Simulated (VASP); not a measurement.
The system is Al.

```
Al
1.0
     0.00000    2.02481    2.02481
     2.02481    0.00000    2.02481
     2.02481    2.02481    0.00000
Al
1
Direct
  0.00000 0.00000 0.00000
```

Base run:

* Program: VASP 6.6.1
* Functional: revPBE
* Potentials or basis: VASP PAW PBE potentials, release 64 (Al)
* Cutoff: 500 eV
* k mesh: 14 × 14 × 14
* Occupations: methfessel-paxton, width 0.05 eV
* Spin: no spin polarisation

Its results: band gap on the k mesh zero (an odd number of electrons rules out a gap without spin polarisation); pressure 0.2 GPa.

Question: After a change of settings the same cell gave: band gap on the k mesh zero (an odd number of electrons rules out a gap without spin polarisation); pressure -4.0 GPa. Which change was it?
A. functional from revPBE to RPBE
B. functional from revPBE to PBEsol
C. functional from revPBE to LDA; potentials or basis from VASP PAW PBE potentials, release 64 (Al) to VASP PAW LDA potentials, release 64 (Al)
D. functional from revPBE to PBE

Answer: C.

Caveats: the PAW data sets were made with another functional, which shifts forces and pressure a little (at least some runs); the cell stands under tension (at least some runs).
